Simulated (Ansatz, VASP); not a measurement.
Al2O3: VASP beside Ansatz

```
CELL_PARAMETERS angstrom
2.38025 1.37424 4.33187
-2.38025 1.37424 4.33187
0.00000 -2.74848 4.33187
ATOMIC_POSITIONS crystal
Al 0.85216 0.85216 0.85216
Al 0.64784 0.64784 0.64784
Al 0.14784 0.14784 0.14784
Al 0.35216 0.35216 0.35216
O 0.05668 0.75000 0.44332
O 0.75000 0.44332 0.05668
O 0.44332 0.05668 0.75000
O 0.94332 0.25000 0.55668
O 0.25000 0.55668 0.94332
O 0.55668 0.94332 0.25000
```

Alike in both runs: functional PBE exchange alone; k mesh 7 × 7 × 7; occupations fermi-dirac, width 0.05 eV; no spin polarisation.

|  | VASP | Ansatz |
| --- | --- | --- |
| version | VASP 6.6.1 | Ansatz 0.2.0 |
| potentials or method | VASP PAW PBE potentials, release 64 (Al, O) | Ansatz PAW |
| plane-wave cutoff (eV) | 520 | 420 |
| valence electrons in the cell | 48 | 48 |
| task | single point | band structure |

|  | VASP | Ansatz | Ansatz less VASP |
| --- | --- | --- | --- |
| gap on the k mesh at the Fermi level (eV) | 6.53 | 6.54 | +0.015 |
| least direct gap on the mesh (eV) | 6.53 | 6.54 | +0.015 |
| pressure (GPa) | 26.1 | 25.7 | -0.38 |
| traceless stress, the component that is largest in VASP (GPa) | -0.53 | -0.43 | +0.102 |
| rms of the force components (eV/Å) | 0.053 | 0.058 | +0.0051 |

VASP's potentials were made for PBE, not for PBE exchange alone. Atom by atom the forces differ by 0.005 eV/Å (rms over components).
